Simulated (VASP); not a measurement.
Write the native input for VASP 6.6.1 that does the following.

| Quantity | Value |
| --- | --- |
| Task | single point |
| Functional | PBE |
| Potentials or basis | VASP PAW PBE potentials, release 64 (Cu, B) |
| Cutoff | 520 eV |
| k mesh | 6 × 6 × 6 |
| Occupations | gaussian, width 0.1 eV |
| Spin | no spin polarisation |
| Dipole correction | no |
| Further INCAR settings | ALGO = Normal; EDIFF = 1e-07; NBANDS = 20 |

The structure of CuB4 lies in POSCAR:

```
CuB4
1.0
   -2.1862101100      2.1862101100      2.1862101100
    2.1862101100     -2.1862101100      2.1862101100
    2.1862101100      2.1862101100     -2.1862101100
Cu B
1 4
Direct
    0.0000000000      0.0000000000      0.0000000000
    0.0000000000      0.0000000000      0.5000000000
    0.5000000000      0.0000000000      0.0000000000
    0.5000000000      0.5000000000      0.5000000000
    0.0000000000      0.5000000000      0.0000000000
```

These files were run (other wordings do the same):

INCAR

```
SYSTEM = CuB4
PREC     = Accurate       ! precision mode
ENCUT    = 520            ! plane-wave cutoff, eV
EDIFF    = 1E-7           ! SCF threshold, eV
ISMEAR   = 0              ! smearing method
SIGMA    = 0.1            ! smearing width, eV
LREAL    = .FALSE.        ! projectors in reciprocal space
LASPH    = .TRUE.         ! aspherical terms in the spheres
NELM     = 100            ! most SCF steps
ALGO     = Normal         ! electronic algorithm
ISIF     = 2              ! what is computed and relaxed
LWAVE    = .FALSE.        ! write WAVECAR
LCHARG   = .FALSE.        ! write CHGCAR
GGA      = PE             ! functional
NBANDS   = 20             ! bands
```

KPOINTS

```
Automatic mesh
0
G
  6 6 6
  0 0 0
```

Potentials or basis: VASP PAW PBE potentials, release 64 (Cu, B).

Run with:

```sh
$ cat potpaw_PBE.64/Cu/POTCAR potpaw_PBE.64/B/POTCAR > POTCAR
$ mpirun -np 1 vasp_std > vasp.out
```

Results of the run:

```yaml
Pressure: 14.6 GPa
```

Wall time 8.1 s on 1 thread of Intel(R) Xeon(R) 6975P-C (Granite Rapids) (shared host), peak memory 0.15 GiB.
